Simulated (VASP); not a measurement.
# Sn (Fd-3m) in VASP: further runs

The runs below take Sn through single point, with LDA, PBEsol.

All numbers are computed with VASP 6.6.1; they aren't measurements. Logs are shortened: lines on timing, memory, paths and dates and some standing lists are left out, and cuts for length are marked.

**1. The cell of the first run**

The structure is cubic, space group Fd-3m (No. 227). The conventional cell has a = 6.491 Å, b = 6.491 Å, c = 6.491 Å, α = 90.00°, β = 90.00°, γ = 90.00°. Sn (site symmetry -43m) has 4 Sn at 2.81 Å within 3.7 Å.

**2. Single point, LDA**

INCAR

```
SYSTEM = Sn
ALGO = Normal ; EDIFF = 1E-6
ENCUT = 520 ; ISIF = 2
ISMEAR = -1 ; LASPH = .TRUE.
LCHARG = .TRUE. ; LELF = .TRUE.
LREAL = .FALSE. ; LVHAR = .TRUE.
LWAVE = .FALSE. ; NBANDS = 21
NELM = 80 ; PREC = Accurate
SIGMA = 0.05
```

KPOINTS

```
k-points
0
G
  11 11 11
  0 0 0
```

POSCAR

```
Sn
1.0
    0.0000000000      3.2456000000      3.2456000000
    3.2456000000      0.0000000000      3.2456000000
    3.2456000000      3.2456000000      0.0000000000
Sn
2
Direct
    0.5000000000      0.5000000000      0.5000000000
    0.7500000000      0.7500000000      0.7500000000
```

Potentials or basis: VASP PAW LDA potentials, release 64 (Sn_d).

Command:

```bash
$ cat potpaw_LDA.64/Sn_d/POTCAR > POTCAR
$ mpirun -np 1 vasp_std > vasp.out
```

OUTCAR:

```text
SYSTEM = Sn
   EDIFF = 1E-6
   ENCUT = 520
   ISIF = 2
   ISMEAR = -1
   LASPH = .TRUE.
   LREAL = .FALSE.
   NELM = 80
   PREC = Accurate

 ion  position               nearest neighbor table
   1  0.500  0.500  0.500-   2 2.81   2 2.81   2 2.81   2 2.81
   2  0.750  0.750  0.750-   1 2.81   1 2.81   1 2.81   1 2.81

  LATTYP: Found a face centered cubic cell.
 ALAT       =     6.4912000000

  Lattice vectors:

 A1 = (   0.0000000000,   3.2456000000,   3.2456000000)
 A2 = (   3.2456000000,   0.0000000000,   3.2456000000)
 A3 = (   3.2456000000,   3.2456000000,   0.0000000000)

Analysis of symmetry for initial positions (statically):
=====================================================================
 Subroutine PRICEL returns:
 Original cell was already a primitive cell.

 Routine SETGRP: Setting up the symmetry group for a
 face centered cubic supercell.

 Subroutine GETGRP returns: Found 48 space group operations
 (whereof 24 operations were pure point group operations)
 out of a pool of 48 trial point group operations.

The static configuration has the point symmetry T_d .
 The point group associated with its full space group is O_h .

Analysis of symmetry for dynamics (positions and initial velocities):
=====================================================================
 Subroutine PRICEL returns:
 Original cell was already a primitive cell.

 Routine SETGRP: Setting up the symmetry group for a
 face centered cubic supercell.

 Subroutine GETGRP returns: Found 48 space group operations
 (whereof 24 operations were pure point group operations)
 out of a pool of 48 trial point group operations.

The dynamic configuration has the point symmetry T_d .
 The point group associated with its full space group is O_h .

 Subroutine INISYM returns: Found 48 space group operations
 (whereof 24 operations are pure point group operations),
 and found     1 'primitive' translations

----------------------------------------------------------------------------------------

                                     Primitive cell

  volume of cell :      68.3778

  direct lattice vectors                    reciprocal lattice vectors
     0.000000000  3.245600000  3.245600000    -0.154054720  0.154054720  0.154054720
     3.245600000  0.000000000  3.245600000     0.154054720 -0.154054720  0.154054720
     3.245600000  3.245600000  0.000000000     0.154054720  0.154054720 -0.154054720

  length of vectors
     4.589971538  4.589971538  4.589971538     0.266830603  0.266830603  0.266830603

  position of ions in fractional coordinates (direct lattice)
     0.500000000  0.500000000  0.500000000
     0.750000000  0.750000000  0.750000000

  ion indices of the primitive-cell ions
   primitive index   ion index
                 1           1
                 2           2

----------------------------------------------------------------------------------------

 KPOINTS: k-points

Automatic generation of k-mesh.
 Grid dimensions read from file:
 generate k-points for:   11   11   11

 Generating k-lattice:

  Cartesian coordinates                     Fractional coordinates (reciprocal lattice)
    -0.014004975  0.014004975  0.014004975     0.090909091  0.000000000  0.000000000
     0.014004975 -0.014004975  0.014004975     0.000000000  0.090909091  0.000000000
     0.014004975  0.014004975 -0.014004975     0.000000000  0.000000000  0.090909091

  Length of vectors
     0.024257328  0.024257328  0.024257328

  Shift w.r.t. Gamma in fractional coordinates (k-lattice)
     0.000000000  0.000000000  0.000000000

 Subroutine IBZKPT returns following result:
 ===========================================

 Found     56 irreducible k-points:

 Following reciprocal coordinates:
            Coordinates               Weight
  0.000000  0.000000  0.000000      1.000000
  0.090909  0.000000  0.000000      8.000000
  0.181818  0.000000  0.000000      8.000000
  0.272727  0.000000  0.000000      8.000000
  0.363636  0.000000  0.000000      8.000000
  0.454545  0.000000  0.000000      8.000000
[... 16 lines left out ...]
 -0.272727  0.181818  0.000000     24.000000
 -0.181818  0.181818  0.000000     12.000000
 [... further k-points ...]
   k-points           NKPTS =     56   k-points in BZ     NKDIM =     56   number of bands    NBANDS=     21
   number of dos      NEDOS =    301   number of ions     NIONS =      2
   total plane-waves  NPLWV =  46656
   dimension x,y,z NGX =    36 NGY =   36 NGZ =   36
   dimension x,y,z NGXF=    72 NGYF=   72 NGZF=   72
   ions per type =               2
   NGX,Y,Z   is equivalent  to a cutoff of  13.04, 13.04, 13.04 a.u.
   NGXF,Y,Z  is equivalent  to a cutoff of  26.08, 26.08, 26.08 a.u.
 SYSTEM =  Sn
   PREC   = accura    normal or accurate (medium, high low for compatibility)
   ISTART =      0    job   : 0-new  1-cont  2-samecut
   ICHARG =      2    charge: 1-file 2-atom 10-const
   ISPIN  =      1    spin polarized calculation?
   LNONCOLLINEAR =      F non collinear calculations
   LSORBIT =      F    spin-orbit coupling
   LASPH  =      T    aspherical Exc in radial PAW
   ENCUT  =  520.0 eV  38.22 Ry    6.18 a.u.   8.53  8.53  8.53*2*pi/ulx,y,z
   NELM   =     80;   NELMIN=  2; NELMDL= -5     # of ELM steps
   EDIFF  = 0.1E-05   stopping-criterion for ELM
   LREAL  =      F    real-space projection
   EDIFFG = 0.1E-04   stopping-criterion for IOM
   NSW    =      0    number of steps for IOM
   IBRION =     -1    ionic relax: 0-MD 1-quasi-New 2-CG
   NFREE  =      0    steps in history (QN), initial steepest desc. (CG)
   ISIF   =      2    stress and relaxation
   ISYM   =      2    0-nonsym 1-usesym 2-fastsym
   POTIM  = 0.5000    time-step for ionic-motion
   TEBEG  =    0.0;   TEEND  =   0.0 temperature during run
   PSTRESS=    0.0 pullay stress
   NELECT =      28.0000    total number of electrons
   NUPDOWN=      -1.0000    fix difference up-down
   EMIN   =  10.00;   EMAX   =-10.00  energy-range for DOS
   EFERMI =   0.00;   METHOD = LEGACY
   ISMEAR =    -1;   SIGMA  =   0.05  broadening in eV -4-tet -1-fermi 0-gaus
   EFERMI_NEDOS =   21; number of points for ismear=-14 and -15
   IALGO  =     38    algorithm
   IMIX   =      4    mixing-type and parameters
     AMIX     =   0.40;   BMIX     =  1.00
     AMIX_MAG =   1.60;   BMIX_MAG =  1.00
  volume/ion in A,a.u.               =      34.19       230.72
  Fermi-wavevector in a.u.,A,eV,Ry     =   1.215689  2.297319 20.108049  1.477900
  Thomas-Fermi vector in A             =   2.351068
   LORBIT       =      0    0 simple, 1 ext, 2 COOP (PROOUT), +10 PAW based schemes
   GGA     = CA    functional components
   LHFCALC =     F    Hartree Fock is set to
   AEXX    =    0.0000 exact exchange contribution
   IVDW    =     0    specifies the selected vdW correction
   LEPSILON=     F    determine dielectric tensor
   LRPA    =     F    only Hartree local field effects (RPA)
 non-spin polarized calculation
  energy-cutoff  :      520.00
  volume of cell :       68.38
 maximum number of plane-waves:      1862
 NGX is ok and might be reduce to    36
   NGX = 17   NGY = 17   NGZ = 17

 number of electron      28.0000001 magnetization

 Free energy of the ion-electron system (eV)
  ---------------------------------------------------
  ext. energy  EPLUGINS =         0.00000000
  ---------------------------------------------------
  free energy    TOTEN  =        -8.94185734 eV

  energy without entropy =       -8.93987167  energy(sigma->0) =       -8.94086451

 E-fermi :   5.3300     XC(G=0):  -9.1912

 val. band max:        5.2789120400   @ k =   0.0909   0.0000   0.0000
 cond. band min:       5.3727380981   @ k =   0.3636   0.0000   0.0000
 fundamental gap:      0.0938260581
 Fermi energy:         5.3300359567

 k-point     1 :       0.0000    0.0000    0.0000
  band No.  band energies     occupation
      1     -16.2542      2.00000
      2     -16.2542      2.00000
      3     -16.2542      2.00000
      4     -16.1927      2.00000
      5     -16.1927      2.00000
      6     -15.8812      2.00000
[... 13 lines left out ...]
     20      13.3961      0.00000
     21      13.3962      0.00000

 k-point     2 :       0.0909    0.0000    0.0000
  band No.  band energies     occupation
      1     -16.2607      2.00000
      2     -16.2607      2.00000
      3     -16.2522      2.00000
      4     -16.1838      2.00000
      5     -16.1838      2.00000
      6     -15.8962      2.00000
[... 13 lines left out ...]
     20      12.6848      0.00000
     21      12.6848      0.00000

 k-point     3 :       0.1818    0.0000    0.0000
  band No.  band energies     occupation
      1     -16.2723      2.00000
      2     -16.2723      2.00000
      3     -16.2466      2.00000
      4     -16.1659      2.00000
      5     -16.1659      2.00000
      6     -15.9140      2.00000
[... 13 lines left out ...]
     20      12.2455      0.00000
     21      12.2455      0.00000

 k-point     4 :       0.2727    0.0000    0.0000
  band No.  band energies     occupation
      1     -16.2819      2.00000
      2     -16.2819      2.00000
      3     -16.2391      2.00000
      4     -16.1490      2.00000
      5     -16.1490      2.00000
      6     -15.9283      2.00000
[... 13 lines left out ...]
     20      12.3284      0.00000
     21      12.3284      0.00000

 k-point     5 :       0.3636    0.0000    0.0000
  band No.  band energies     occupation
      1     -16.2878      2.00000
      2     -16.2878      2.00000
      3     -16.2320      2.00000
      4     -16.1375      2.00000
      5     -16.1375      2.00000
      6     -15.9370      2.00000
[... 13 lines left out ...]
     20      12.9604      0.00000
     21      12.9604      0.00000
[... 382 lines left out ...]
     20      13.5769      0.00000
     21      13.7079      0.00000

 k-point    22 :      -0.3636    0.1818    0.0000
  band No.  band energies     occupation
      1     -16.3146      2.00000
      2     -16.3003      2.00000
      3     -16.1902      2.00000
      4     -16.1204      2.00000
      5     -16.0984      2.00000
      6     -15.9761      2.00000
[... 13 lines left out ...]
     20      12.5651      0.00000
     21      13.6859      0.00000

 k-point    23 :      -0.2727    0.1818    0.0000
  band No.  band energies     occupation
      1     -16.3053      2.00000
      2     -16.2985      2.00000
      3     -16.2021      2.00000
      4     -16.1375      2.00000
      5     -16.1052      2.00000
      6     -15.9736      2.00000
[... 13 lines left out ...]
     20      12.8755      0.00000
     21      14.3983      0.00000

 k-point    24 :      -0.1818    0.1818    0.0000
  band No.  band energies     occupation
      1     -16.2925      2.00000
      2     -16.2908      2.00000
      3     -16.2227      2.00000
      4     -16.1509      2.00000
      5     -16.1237      2.00000
      6     -15.9586      2.00000
[... 13 lines left out ...]
     20      12.8276      0.00000
     21      13.1756      0.00000

 [... further k-points ...]

------------------------ aborting loop because EDIFF is reached ----------------------------------------

  FORCE on cell =-STRESS in cart. coord.  units (eV):
  Direction    XX          YY          ZZ          XY          YZ          ZX
  --------------------------------------------------------------------------------------
  -------------------------------------------------------------------------------------
  Total       -0.1472952     -0.1472952     -0.1472952     -0.0000000      0.0000000     -0.0000000
  in kB       -3.4513126     -3.4513126     -3.4513126     -0.0000000      0.0000000     -0.0000000
  external PRESSURE =      -3.4513126 kB  Pullay stress =       0.0000000 kB

 VOLUME and BASIS-vectors are now :
 -----------------------------------------------------------------------------
  energy-cutoff  :      520.00
  volume of cell :       68.38
      direct lattice vectors                 reciprocal lattice vectors
     0.000000000  3.245600000  3.245600000    -0.154054720  0.154054720  0.154054720
     3.245600000  0.000000000  3.245600000     0.154054720 -0.154054720  0.154054720
     3.245600000  3.245600000  0.000000000     0.154054720  0.154054720 -0.154054720

 POSITION                                       TOTAL-FORCE (eV/Angst)
 -----------------------------------------------------------------------------------
      3.24560      3.24560      3.24560         0.000000      0.000000      0.000000
      4.86840      4.86840      4.86840        -0.000000     -0.000000     -0.000000
 -----------------------------------------------------------------------------------
    total drift:                                0.000000      0.000000      0.000000

  FREE ENERGIE OF THE ION-ELECTRON SYSTEM (eV)
  ---------------------------------------------------
  free  energy   TOTEN  =        -8.9418573448 eV

  energy  without entropy=       -8.9398716745  energy(sigma->0) =       -8.94086451
```

Wall time 31 s (1 thread of Intel Xeon 6975P-C (Granite Rapids), shared host); peak memory 0.2 GiB.

What came out:

- Free energy: -8.9419 eV
- Pressure: -0.3 GPa
- Band gap on the k mesh: zero (band 14 reaches 5.44 eV, above the bottom of band 15 at 5.27 eV)

Caveat: spin-orbit coupling is left out, which moves the levels of the heavy elements.

**3. Single point, PBEsol**

INCAR

```
  PREC = Accurate
  ENCUT = 520
  EDIFF = 1E-6
  ISMEAR = -1
  SIGMA = 0.05
  LREAL = False
  LASPH = True
  NELM = 60
  ALGO = Normal
  ISIF = 2
  LWAVE = False
  LCHARG = False
  GGA = PS
  NBANDS = 21
```

KPOINTS

```
regular mesh
0
Gamma
  11 11 11
```

POSCAR is that of step 2.

Potentials or basis: VASP PAW PBE potentials, release 64 (Sn_d).

Command:

```bash
$ cat potpaw_PBE.64/Sn_d/POTCAR > POTCAR
$ mpirun -np 1 vasp_std > vasp.out
```

It took 33 s on 1 thread of Intel Xeon 6975P-C (Granite Rapids), shared host; peak memory 0.23 GiB.

It converged, with:

```yaml
Free_energy: -8.4608 eV
Pressure: 0.9 GPa
Band_gap_on_the_k_mesh: zero (band 14 reaches 5.57 eV, above the bottom of band 15 at 5.43 eV)
```

Levels at points of the mesh, in eV from the Fermi level:
| k point | band 12 | band 13 | band 14 | band 15 | band 16 | band 17 |
| --- | --- | --- | --- | --- | --- | --- |
| (0.00, 0.00, 0.00) | -0.69 | 0.10 | 0.10 | 0.10 | 2.16 | 2.16 |

Caveat: the PAW data sets were made with another functional, which shifts forces and pressure a little; spin-orbit coupling is left out, which moves the levels of the heavy elements.
